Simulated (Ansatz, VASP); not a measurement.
**KCd2P2: VASP beside Ansatz**

```
K Cd P
1.0
     5.03682    0.00000    0.00000
    -2.51841    4.36202    0.00000
     0.00000    0.00000    6.26943
K Cd P
1 2 2
Cartesian
  2.5184 1.4540 0.0000
  2.5184 1.4540 3.1347
  0.0000 2.9080 0.0000
  0.0000 0.0000 4.2352
  0.0000 0.0000 2.0342
```

Change from the starting cell: species swapped into the Sr2ZnAs2 type (P-6m2, No. 187).

Alike in both runs: functional PBE; k mesh 12 × 12 × 6; occupations gaussian, width 0.1 eV; no spin polarisation.

Ansatz relaxed the structure, and its values are those at the end. VASP's run is a single point on that final structure, the one shown.

|  | VASP | Ansatz |
| --- | --- | --- |
| version | VASP 6.6.1 | Ansatz 0.2.0 |
| potentials or method | VASP PAW PBE potentials, release 64 (K_sv, Cd, P), cutoff 500 eV | scalar-relativistic, plane waves, PAW |
| valence electrons in the cell | 43 | 59 |

|  | VASP | Ansatz | Ansatz less VASP |
| --- | --- | --- | --- |
| gap on the k mesh at the Fermi level (eV) | none | none | - |
| pressure (GPa) | 0.1 | 0.0 | -0.07 |
| rms of the force components (eV/Å) | 0.016 | 0.000 | -0.0158 |

A gap of «none» marks a metal or a gap that the smearing closes. VASP's potentials hold 43 valence electrons a cell and Ansatz's 59, so a difference there can come from the potentials and not from the codes.
